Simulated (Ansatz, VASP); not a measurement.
## Ru: VASP beside Ansatz

```
Ru
1.0
     2.70246    0.00000    0.00000
    -1.35123    2.34040    0.00000
     0.00000    0.00000    4.26584
Ru
2
Direct
  0.33333 0.66667 0.25000
  0.66667 0.33333 0.75000
```

Alike in both runs: functional r2SCAN; k mesh 18 × 18 × 10; occupations gaussian, width 0.1 eV; no spin polarisation.

Ansatz relaxed the structure, and its values are those at the end. VASP's run is a single point on that final structure, the one shown.

```csv
,VASP,Ansatz
version,VASP 6.6.1,Ansatz 0.2.0
potentials or method,"VASP PAW PBE potentials, release 64 (Ru_sv), cutoff 620 eV","scalar-relativistic, plane waves, PAW"
valence electrons in the cell,32,32
```

```csv
,VASP,Ansatz,Ansatz less VASP
gap on the k mesh at the Fermi level (eV),none,none,-
pressure (GPa),0.1,0.0,-0.13
```

VASP's potentials were made for PBE, not for r2SCAN. A gap of «none» marks a metal or a gap that the smearing closes.
